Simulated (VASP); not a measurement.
# BAs (F-43m) in VASP: a series of runs, part 2 of 2

VASP 6.6.1.

## 4. Relaxation of cell and atoms, PBE

This run uses another cell than the first one, of 13.63 Å³/atom, 0.980 times its volume.

File INCAR:

```
PREC = Accurate
ENCUT = 500
EDIFF = 1E-7
ISMEAR = 0
SIGMA = 0.02
LREAL = F
LASPH = T
NELM = 120
ALGO = Normal
ISIF = 3
LWAVE = F
LCHARG = F
GGA = PE
IBRION = 2
NSW = 100
EDIFFG = -0.01
GGA_COMPAT = F
NELMIN = 4
```

File KPOINTS:

```
Automatic mesh
0
Gamma
  10 10 10
```

File POSCAR:

```
BAs
1.0
    0.0000000000      2.3884999800      2.3884999800
    2.3884999800      0.0000000000      2.3884999800
    2.3884999800      2.3884999800      0.0000000000
B As
1 1
Direct
    0.0000000000      0.0000000000      0.0000000000
    0.7500000000      0.7500000000      0.7500000000
```

Potentials or basis: VASP PAW PBE potentials, release 64 (B, As).

On the command line:

```bash
cat potpaw_PBE.64/B/POTCAR potpaw_PBE.64/As/POTCAR > POTCAR
mpirun -np 1 vasp_std > vasp.out
```

OUTCAR:

```text
PREC = Accurate
   ENCUT = 500
   EDIFF = 1E-7
   ISMEAR = 0
   LREAL = F
   LASPH = T
   NELM = 120
   ISIF = 3
   GGA = PE
   IBRION = 2
   NSW = 100
   EDIFFG = -0.01
   NELMIN = 4

 ion  position               nearest neighbor table
   1  0.000  0.000  0.000-   2 2.07   2 2.07   2 2.07   2 2.07
   2  0.750  0.750  0.750-   1 2.07   1 2.07   1 2.07   1 2.07

  LATTYP: Found a face centered cubic cell.
 ALAT       =     4.7769999600

  Lattice vectors:

 A1 = (   0.0000000000,   2.3884999800,   2.3884999800)
 A2 = (   2.3884999800,   0.0000000000,   2.3884999800)
 A3 = (   2.3884999800,   2.3884999800,   0.0000000000)

Analysis of symmetry for initial positions (statically):
=====================================================================
 Subroutine PRICEL returns:
 Original cell was already a primitive cell.

 Routine SETGRP: Setting up the symmetry group for a
 face centered cubic supercell.

 Subroutine GETGRP returns: Found 24 space group operations
 (whereof 24 operations were pure point group operations)
[... 172 lines left out ...]
  --------------------------------------------------------------------------------------
  -------------------------------------------------------------------------------------
  Total        0.5843509      0.5843509      0.5843509     -0.0000000      0.0000000     -0.0000000
  in kB       34.3540974     34.3540974     34.3540974     -0.0000000      0.0000000     -0.0000000
  external PRESSURE =      34.3540974 kB  Pullay stress =       0.0000000 kB
[... 59 lines left out ...]
--------------------------------------- Ionic step        3  -------------------------------------------

 number of electron       8.0000000 magnetization

 Free energy of the ion-electron system (eV)
  ---------------------------------------------------
  ext. energy  EPLUGINS =         0.00000000
  ---------------------------------------------------
  free energy    TOTEN  =       -11.41326726 eV

  energy without entropy =      -11.41326726  energy(sigma->0) =      -11.41326726

 E-fermi :   5.9586     XC(G=0): -10.4775

 val. band max:        5.8565146754   @ k =   0.0000   0.0000   0.0000
 cond. band min:       7.0572824724   @ k =   0.4000   0.4000   0.0000
 fundamental gap:      1.2007677970
 Fermi energy:         5.9585773365

 k-point     1 :       0.0000    0.0000    0.0000
  band No.  band energies     occupation
      1      -9.3218      2.00000
      2       5.8565      2.00000
      3       5.8565      2.00000
      4       5.8565      2.00000
      5       9.1024      0.00000
      6       9.1024      0.00000
      7       9.1024      0.00000
      8      10.2313      0.00000
[... 243 lines left out ...]
 k-point    24 :       0.4000    0.3000    0.0000
  band No.  band energies     occupation
      1      -6.7450      2.00000
      2      -0.5355      2.00000
      3       1.9820      2.00000
      4       2.4592      2.00000
      5       7.5655      0.00000
      6       9.2427      0.00000
      7      14.5179      0.00000
      8      14.7636      0.00000

 [... further k-points ...]
[... 5 lines left out ...]
  --------------------------------------------------------------------------------------
  -------------------------------------------------------------------------------------
  Total        0.0013083      0.0013083      0.0013083     -0.0000000     -0.0000000      0.0000000
  in kB        0.0750362      0.0750362      0.0750362     -0.0000000     -0.0000000      0.0000000
  external PRESSURE =       0.0750362 kB  Pullay stress =       0.0000000 kB
[... 17 lines left out ...]
  FREE ENERGIE OF THE ION-ELECTRON SYSTEM (eV)
  ---------------------------------------------------
  free  energy   TOTEN  =       -11.4132672578 eV

  energy  without entropy=      -11.4132672578  energy(sigma->0) =      -11.41326726

 reached required accuracy - stopping structural energy minimisation
```

Wall time 16 s (1 thread of Intel Xeon 6975P-C (Granite Rapids), shared host); peak memory 0.16 GiB.

Results:

* Free energy: -11.4133 eV
* Relaxed volume: 13.97 Å³/atom
* Relaxed cell: a = 3.406 Å, b = 3.406 Å, c = 3.406 Å, α = 60.00°, β = 60.00°, γ = 60.00°
* Space group after relaxing (to 0.05 Å): F-43m (No. 216)
* Energy gained by relaxing: 3.6 meV/atom
* Ionic steps: 3
* Pressure after relaxing: 0.0 GPa
* Band gap on the k mesh: 1.20 eV, indirect (least direct gap 3.25 eV)

The path:
```
step  energy change (eV)  largest force (eV/Å)  pressure (GPa)  volume (Å³)
   1              0.0000                0.0000            3.44        27.25
   2             -0.0037                0.0000           -2.19        28.42
   3             -0.0071                0.0000            0.01        27.93
```

Final structure:
```yaml
crystal:
  lattice:
    - [0.00000, 2.40825, 2.40825]
    - [2.40825, 0.00000, 2.40825]
    - [2.40825, 2.40825, 0.00000]
  atoms:
    - { symbol: B, position: [0.00000, 0.00000, 0.00000] }
    - { symbol: As, position: [0.75000, 0.75000, 0.75000] }
```

A k mesh can miss the band edges. PBE usually gives volumes a little too large and moduli too small.

## 5. Relaxation of cell and atoms, PBE

This run uses another cell than the first one, of 13.83 Å³/atom, 0.995 times its volume.

File INCAR:

```
PREC = Accurate ; ENCUT = 500
EDIFF = 1E-7 ; ISMEAR = 0
SIGMA = 0.02 ; LREAL = False
LASPH = True ; NELM = 120
ALGO = Normal ; ISIF = 3
LWAVE = False ; LCHARG = False
GGA = PE ; IBRION = 2
NSW = 100 ; EDIFFG = -0.01
GGA_COMPAT = False ; NELMIN = 4
```

KPOINTS is that of step 4.

File POSCAR:

```
BAs
1.0
    0.0000000000      2.4006354670      2.4006354670
    2.4006354670      0.0000000000      2.4006354670
    2.4006354670      2.4006354670      0.0000000000
B As
1 1
Direct
    0.0000000000      0.0000000000      0.0000000000
    0.2500000000      0.2500000000      0.2500000000
```

On the command line:

```bash
cat potpaw_PBE.64/B/POTCAR potpaw_PBE.64/As/POTCAR > POTCAR
mpirun -np 1 vasp_std > vasp.out
```

It took 13 s on 1 thread of Intel Xeon 6975P-C (Granite Rapids), shared host; peak memory 0.16 GiB.

It converged, with:

| Quantity | Value |
| --- | --- |
| Free energy | -11.4134 eV |
| Relaxed volume | 13.97 Å³/atom |
| Relaxed cell | a = 3.406 Å, b = 3.406 Å, c = 3.406 Å, α = 60.00°, β = 60.00°, γ = 60.00° |
| Space group after relaxing (to 0.05 Å) | F-43m (No. 216) |
| Energy gained by relaxing | 0.5 meV/atom |
| Ionic steps | 3 |
| Pressure after relaxing | 0.0 GPa |
| Band gap on the k mesh | 1.20 eV, indirect (least direct gap 3.25 eV) |

Step by step:
| step | energy change (eV) | largest force (eV/Å) | pressure (GPa) | volume (Å³) |
| --- | --- | --- | --- | --- |
| 1 | 0.0000 | 0.0000 | 1.28 | 27.67 |
| 2 | -0.0006 | 0.0000 | -0.84 | 28.12 |
| 3 | -0.0010 | 0.0000 | 0.01 | 27.93 |

Final structure:
```
B As
1.0
     0.00000    2.40822    2.40822
     2.40822    0.00000    2.40822
     2.40822    2.40822    0.00000
B As
1 1
Direct
  0.00000 0.00000 0.00000
  0.25000 0.25000 0.25000
```

Levels at points of the mesh, in eV from the valence-band top:
```
           k point  band 1  band 2  band 3  band 4  band 5  band 6  band 7  band 8
(0.00, 0.00, 0.00)  -15.18    0.00    0.00    0.00    3.25    3.25    3.25    4.38
(0.50, 0.00, 0.00)  -12.40   -8.61   -1.78   -1.78    2.55    4.75    4.75    8.82
(0.50, 0.50, 0.00)  -11.12   -8.39   -3.98   -3.98    1.46    1.46   11.13   11.13
```

A k mesh can miss the band edges. PBE gaps usually lie below the measured ones, often by a third to a half.

## 6. Overview

```csv
task,cell,k mesh,smearing,gap on the mesh (eV),pressure (GPa),relaxed volume (Å³/atom)
single point,"a = 3.401 Å, angles 60.0°, 2 atoms",12 × 12 × 12,gaussian 0.01 eV,1.20,0.6,-
relaxation of cell and atoms,"relaxed from a = 3.568 Å, angles 60.0°, 2 atoms",7 × 7 × 7,gaussian 0.2 eV,1.22,0.0,13.97
relaxation of cell and atoms,"relaxed from a = 3.378 Å, angles 60.0°, 2 atoms",10 × 10 × 10,gaussian 0.02 eV,1.20,0.0,13.97
relaxation of cell and atoms,"relaxed from a = 3.395 Å, angles 60.0°, 2 atoms",10 × 10 × 10,gaussian 0.02 eV,1.20,0.0,13.97
```

Alike in all rows: level PBE; potentials or basis VASP PAW PBE potentials, release 64 (B, As); no spin polarisation; cutoff (eV) 500.

Absolute energies hang on the potentials; compare differences alone.
